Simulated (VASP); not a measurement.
Set up this calculation in VASP 6.6.1, as the native input.

- Task: relaxation of cell and atoms
- Functional: PBE
- Potentials or basis: VASP PAW PBE potentials, release 64 (Co, Al)
- Cutoff: 600 eV
- k mesh: 14 × 14 × 14
- Occupations: fermi-dirac, width 0.08 eV
- Spin: no spin polarisation
- Dipole correction: no
- Further INCAR settings: ALGO = Normal; EDIFF = 1e-06; IBRION = 2; EDIFFG = -0.005; NSW = 60; ISIF = 3

The structure of AlCo (rocksalt type) lies in POSCAR:

```
AlCo
1.0
    0.0000000000      2.4137972614      2.4137972614
    2.4137972614      0.0000000000      2.4137972614
    2.4137972614      2.4137972614      0.0000000000
Co Al
1 1
Direct
    0.0000000000      0.0000000000      0.0000000000
    0.5000000000      0.5000000000      0.5000000000
```

The input as run:

INCAR

```
ALGO     = Normal         # electronic algorithm
EDIFF    = 1E-6           # SCF threshold, eV
EDIFFG   = -0.005         # ionic threshold
ENCUT    = 600            # plane-wave cutoff, eV
GGA      = PE             # functional
IBRION   = 2              # ionic algorithm
ISIF     = 3              # what is computed and relaxed
ISMEAR   = -1             # smearing method
LASPH    = T              # aspherical terms in the spheres
LCHARG   = F              # write CHGCAR
LREAL    = F              # projectors in reciprocal space
LWAVE    = F              # write WAVECAR
NELM     = 100            # most SCF steps
NSW      = 60             # ionic steps
PREC     = Accurate       # precision mode
SIGMA    = 0.08           # smearing width, eV
```

KPOINTS

```
k-points
0
Gamma
  14 14 14
```

Potentials or basis: VASP PAW PBE potentials, release 64 (Co, Al).

Command:

```console
$ cat potpaw_PBE.64/Co/POTCAR potpaw_PBE.64/Al/POTCAR > POTCAR
$ mpirun -np 1 vasp_std > vasp.out
```

It gave:

- Relaxed volume: 13.73 Å³/atom
- Relaxed cell: a = 3.387 Å, b = 3.387 Å, c = 3.387 Å, α = 60.00°, β = 60.00°, γ = 60.00°
- Space group after relaxing (to 0.1 Å): Fm-3m (No. 225)
- Energy gained by relaxing: 2.9 meV/atom
- Ionic steps: 3
- Pressure after relaxing: 0.0 GPa
- Band gap on the k mesh: zero (bands 6 and 7 overlap by 0.19 eV)

Caveat: the run has no spin polarisation, though such a crystal can be magnetic.

Run time: 65 s on 1 thread of AMD EPYC 9R14 (Zen 4) (shared host), peak memory 0.16 GiB.
